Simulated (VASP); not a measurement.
Ag: single point with LAK

The system is Ag.

```xyz
1
Lattice="0.0000 2.0427 2.0223 2.0427 0.0000 2.0223 2.0427 2.0427 0.0000" Properties=species:S:1:pos:R:3 pbc="T T T"
Ag    0.0000    0.0000    0.0000
```

This cell differs from its parent crystal: cell strained by -1.0% along z.

- Program: VASP 6.6.1
- Task: single point
- Functional: LAK
- Potentials or basis: VASP PAW PBE potentials, release 64 (Ag)
- Cutoff: 650 eV
- k mesh: 22 × 22 × 22
- Occupations: methfessel-paxton of order 2, width 0.05 eV
- Spin: no spin polarisation

```yaml
Pressure: 14.1 GPa
```

Stress tensor (GPa, compression positive):
```
13.94  0.00  0.00
 0.00 13.94  0.00
 0.00  0.00 14.47
```

Levels at points of the mesh, in eV from the Fermi level:
```csv
k point,band 3,band 4,band 5,band 6,band 7,band 8,band 9
"(0.00, 0.00, 0.00)",-5.50,-5.43,-4.47,-4.40,16.49,20.33,20.33
"(0.50, 0.00, 0.00)",-5.48,-3.63,-3.60,-0.39,3.74,15.63,18.71
"(0.50, 0.50, 0.00)",-3.66,-3.40,-3.40,1.89,7.17,11.13,11.13
```

Wall time 7.4 min on 1 thread of Intel(R) Xeon(R) Platinum 8124M CPU @ 3.00GHz (Skylake/Cascade Lake), on a shared host, peak memory 0.32 GiB.

Caveat: the cell differs from its parent crystal (cell strained by -1.0% along z); the cell stands under pressure; the PAW data sets were made with another functional, which shifts forces and pressure a little.
